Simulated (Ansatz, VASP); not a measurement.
Two plane-wave programs on Li2Se

```
Li Se
1.0
     0.00000    3.00250    3.00250
     3.00250    0.00000    3.00250
     3.00250    3.00250    0.00000
Li Se
2 1
Cartesian
  1.5012 1.5012 1.5012
  4.5038 4.5038 4.5038
  0.0000 0.0000 0.0000
```

Alike in both runs: functional PBE; k mesh 8 × 8 × 8; occupations gaussian, width 0.02 eV; no spin polarisation.

Ansatz relaxed the structure, and its values are those at the end. VASP's run is a single point on that final structure, the one shown.

```csv
,VASP,Ansatz
version,VASP 6.6.1,Ansatz 0.2.0
potentials or method,"VASP PAW PBE potentials, release 64 (Li_sv, Se), cutoff 750 eV","scalar-relativistic, plane waves, PAW"
valence electrons in the cell,12,22
```

|  | VASP | Ansatz | Ansatz less VASP |
| --- | --- | --- | --- |
| gap on the k mesh at the Fermi level (eV) | 2.97 | 2.98 | +0.006 |
| least direct gap on the mesh (eV) | 3.38 | 3.38 | -0.003 |
| pressure (GPa) | 0.0 | 0.0 | +0.06 |

VASP's potentials hold 12 valence electrons a cell and Ansatz's 22, so a difference there can come from the potentials and not from the codes.
